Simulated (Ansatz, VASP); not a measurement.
## Al2Cu: VASP beside Ansatz

Contents of INCAR:

```
SYSTEM = Al2Cu
ALGO = Normal
EDIFF = 1E-7
ENCUT = 520
ISIF = 2
ISMEAR = 0
LASPH = .TRUE.
LCHARG = .TRUE.
LELF = .TRUE.
LREAL = .FALSE.
LVHAR = .TRUE.
LWAVE = .FALSE.
NBANDS = 26
NELM = 100
PREC = Accurate
SIGMA = 0.1
```

File KPOINTS:

```
k-points
0
G
  6 6 6
  0 0 0
```

The input POSCAR:

```
Al2Cu
1.0
   -2.9988978300      2.9988978300      2.3927372900
    2.9988978300     -2.9988978300      2.3927372900
    2.9988978300      2.9988978300     -2.3927372900
Al Cu
4 2
Direct
    0.3413930800      0.1586069200      0.5000000000
    0.1586069200      0.6586069200      0.8172138400
    0.8413930800      0.3413930800      0.1827861600
    0.6586069200      0.8413930800      0.5000000000
    0.7500000000      0.7500000000      0.0000000000
    0.2500000000      0.2500000000      0.0000000000
```

Input for Ansatz:

```yaml
crystal:
  lattice:
    - [-2.99889783, 2.99889783, 2.39273729]
    - [2.99889783, -2.99889783, 2.39273729]
    - [2.99889783, 2.99889783, -2.39273729]
  atoms:
    - { symbol: Al, position: [0.34139308, 0.15860692, 0.5] }
    - { symbol: Al, position: [0.15860692, 0.65860692, 0.81721384] }
    - { symbol: Al, position: [0.84139308, 0.34139308, 0.18278616] }
    - { symbol: Al, position: [0.65860692, 0.84139308, 0.5] }
    - { symbol: Cu, position: [0.75, 0.75, 0.0] }
    - { symbol: Cu, position: [0.25, 0.25, 0.0] }
basis:
  ecutwfc: 420
kpoints:
  mp_grid: { grid: [6, 6, 6] }
hamiltonian:
  xc: lda
  pseudopotentials: { kind: paw, azcp: { folder: soft_1 } }
scf:
  occupations: { method: gaussian, width: 0.1 }
output:
  forces: true
  stress: true
  eigenvalues: true
```

Alike in both runs: task single point; functional LDA; k mesh 6 × 6 × 6; occupations gaussian, width 0.1 eV; no spin polarisation.

```csv
,VASP,Ansatz
version,VASP 6.6.1,Ansatz 0.2.0
potentials or method,"VASP PAW LDA potentials, release 64 (Al, Cu), cutoff 520 eV","scalar-relativistic, plane waves, PAW"
valence electrons in the cell,34,50
```

```tsv
	VASP	Ansatz	Ansatz less VASP
gap on the k mesh at the Fermi level (eV)	none	none	-
pressure (GPa)	-2.2	-2.4	-0.23
traceless stress, the component that is largest in VASP (GPa)	2.20	2.27	+0.067
rms of the force components (eV/Å)	0.025	0.026	+0.0015
```

Ansatz warns that its potentials were made for another functional, while VASP's fit it. LDA's correlation is that of Perdew and Zunger in VASP and of Perdew and Wang (1992) in Ansatz. Atom by atom the forces differ by 0.001 eV/Å (rms over components). A gap of «none» marks a metal or a gap that the smearing closes. VASP's potentials hold 34 valence electrons a cell and Ansatz's 50, so a difference there can come from the potentials and not from the codes.
